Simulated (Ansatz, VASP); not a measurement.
# K2SiB2 in VASP and in Ansatz

```xyz
5
Lattice="5.4960 0.0000 0.0000 -2.7480 4.7597 0.0000 0.0000 0.0000 5.2412" Properties=species:S:1:pos:R:3 pbc="T T T"
K     0.0000    3.1731    1.5801
K     2.7480    1.5866    3.6612
Si    0.0000    0.0000    0.0000
B     0.0000    0.0000    1.8512
B     0.0000    0.0000    3.3901
```

Change from the starting cell: species swapped into the Rb2PtC2 type (P-3m1, No. 164).

Alike in both runs: functional PBE; k mesh 12 × 12 × 8; occupations gaussian, width 0.1 eV; no spin polarisation.

Ansatz relaxed the structure, and its values are those at the end. VASP's run is a single point on that final structure, the one shown.

|  | VASP | Ansatz |
| --- | --- | --- |
| version | VASP 6.6.1 | Ansatz 0.2.0 |
| potentials or method | VASP PAW PBE potentials, release 64 (K_sv, Si, B), cutoff 520 eV | scalar-relativistic, plane waves, PAW |
| valence electrons in the cell | 28 | 28 |

|  | VASP | Ansatz | Ansatz less VASP |
| --- | --- | --- | --- |
| gap on the k mesh at the Fermi level (eV) | none | none | - |
| pressure (GPa) | 0.0 | 0.0 | 0.00 |
| rms of the force components (eV/Å) | 0.005 | 0.002 | -0.0030 |

A gap of «none» marks a metal or a gap that the smearing closes. With one functional, cell and mesh, what is left measures potentials, basis and numerics.
